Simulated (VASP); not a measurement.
Here is a VASP 6.6.1 calculation.

Contents of INCAR:

```
PREC = Accurate ; ENCUT = 520
EDIFF = 1E-6 ; ISMEAR = 1
SIGMA = 0.01 ; LREAL = F
LASPH = T ; NELM = 100
ALGO = Normal ; ISIF = 2
LWAVE = F ; LCHARG = F
NBANDS = 30
```

File KPOINTS:

```
Automatic mesh
0
Gamma
  10 10 3
```

Contents of POSCAR:

```
La
1.0
    3.5996230182      0.0000000000      0.0000000000
   -1.7998115091      3.1173649778      0.0000000000
    0.0000000000      0.0000000000     11.5524372057
La
4
Direct
    0.0000000000      1.0000000000      0.0000000000
    1.0000000000      1.0000000000      0.5000000000
    0.3333333333      0.6666666667      0.7500000000
    0.6666666667      0.3333333333      0.2500000000
```

Potentials or basis: VASP PAW LDA potentials, release 64 (La).

Launch:

```console
$ cat potpaw_LDA.64/La/POTCAR > POTCAR
$ mpirun -np 1 vasp_std > vasp.out
```

Q: Estimate the pressure.

A: -0.1 GPa.

Q: Estimate the band gap on the k mesh.

A: Zero (bands 22 and 23 overlap by 1.10 eV).

Caveat: spin-orbit coupling is left out, which moves the levels of the heavy elements.
